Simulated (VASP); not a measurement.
Input of a VASP 6.6.1 run:

File INCAR:

```
SYSTEM = Pt
  PREC = Accurate
  ENCUT = 600
  EDIFF = 1E-6
  ISMEAR = -1
  SIGMA = 0.05
  LREAL = .False.
  LASPH = .True.
  NELM = 80
  ALGO = Normal
  ISIF = 3
  LWAVE = .False.
  LCHARG = .False.
  GGA = CA
  IBRION = 2
  NSW = 80
  EDIFFG = -0.02
```

File KPOINTS:

```
Automatic mesh
0
Gamma
  12 12 12
  0 0 0
```

The input POSCAR:

```
Pt
1.0
    0.0000000000      1.9609000000      1.9609000000
    1.9609000000      0.0000000000      1.9609000000
    1.9609000000      1.9609000000      0.0000000000
Pt
1
Direct
    0.0000000000      0.0000000000      0.0000000000
```

Potentials or basis: VASP PAW LDA potentials, release 64 (Pt).

Launch:

```console
$ cat potpaw_LDA.64/Pt/POTCAR > POTCAR
$ mpirun -np 1 vasp_std > vasp.out
```

Predict the space group after relaxing (to 0.05 Å).

Fm-3m (No. 225).

Estimate the band gap on the k mesh.

zero (band 5 reaches 12.01 eV, above the bottom of band 6 at 9.71 eV).

Estimate the relaxed volume.

14.82 Å³/atom.

Predict the relaxed cell.

a = 2.757 Å, b = 2.757 Å, c = 2.757 Å, α = 60.00°, β = 60.00°, γ = 60.00°.

Final structure:
```cif
data_structure
_symmetry_space_group_name_H-M 'P 1'
_symmetry_Int_Tables_number 1
_cell_length_a 2.7569
_cell_length_b 2.7569
_cell_length_c 2.7569
_cell_angle_alpha 60.000
_cell_angle_beta 60.000
_cell_angle_gamma 60.000
_cell_volume 14.82
loop_
_atom_site_label
_atom_site_type_symbol
_atom_site_fract_x
_atom_site_fract_y
_atom_site_fract_z
_atom_site_occupancy
Pt1 Pt 0.00000 0.00000 0.00000 1
```

Caveat: spin-orbit coupling is left out, which moves the levels of the heavy elements. LDA usually gives volumes a few per cent too small.
